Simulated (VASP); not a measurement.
## Li: single point with PBE+D3(BJ)

Li:

```
CELL_PARAMETERS angstrom
7.09445 0.00000 0.00000
0.00000 7.09445 0.00000
0.00000 0.00000 7.09445
ATOMIC_POSITIONS crystal
Li 0.97818 0.04463 0.04334
Li 0.46011 0.92882 0.98714
Li 0.01281 0.54183 0.12455
Li 0.00722 0.04474 0.49974
Li 0.25839 0.22611 0.29199
Li 0.55512 0.50817 0.96521
Li 0.43158 0.01348 0.51974
Li 0.68624 0.17043 0.18268
Li 0.02450 0.46054 0.49911
Li 0.21779 0.80098 0.27109
Li 0.21081 0.27964 0.78911
Li 0.48795 0.51306 0.49178
Li 0.76706 0.79871 0.28893
Li 0.73112 0.29024 0.70337
Li 0.25633 0.73059 0.76278
Li 0.72664 0.79182 0.73897
```

```
Program             : VASP 6.6.1
Task                : single point
Functional          : PBE
Dispersion          : D3(BJ)
Potentials or basis : VASP PAW PBE potentials, release 64 (Li_sv)
Cutoff              : 520 eV
k mesh              : 3 × 3 × 3
Occupations         : fermi-dirac, width 0.1 eV
Spin                : no spin polarisation
```

```json
{"Largest force": "0.809 eV/Å", "Band gap on the k mesh": "zero (band 24 reaches 0.60 eV, above the bottom of band 25 at 0.14 eV)", "Dispersion energy per atom": "-0.154 eV"}
```

Forces in eV/Å, atoms in the order of the input:
```
Li   0.358 -0.208 -0.472
Li   0.050  0.378  0.167
Li  -0.209 -0.374 -0.687
Li  -0.248 -0.177  0.209
Li   0.114  0.365 -0.583
Li  -0.226  0.052  0.381
Li   0.452 -0.045  0.341
Li  -0.185  0.525  0.453
Li  -0.219  0.359  0.066
Li   0.283 -0.119  0.098
Li   0.287 -0.096  0.185
Li  -0.080  0.125 -0.193
Li  -0.320 -0.224  0.117
Li   0.046 -0.374  0.145
Li  -0.489 -0.154 -0.199
Li   0.385 -0.034 -0.028
```

Levels at points of the mesh, in eV from the Fermi level:
```
           k point  band 21  band 22  band 23  band 24  band 25  band 26  band 27  band 28
(0.00, 0.00, 0.00)    -1.05    -0.97    -0.88     0.29     0.31     0.35     0.39     0.46
```

Wall time 4.8 min on 1 thread of Intel(R) Xeon(R) Platinum 8259CL CPU @ 2.50GHz (Skylake/Cascade Lake), with other jobs on the host, peak memory 0.4 GiB.
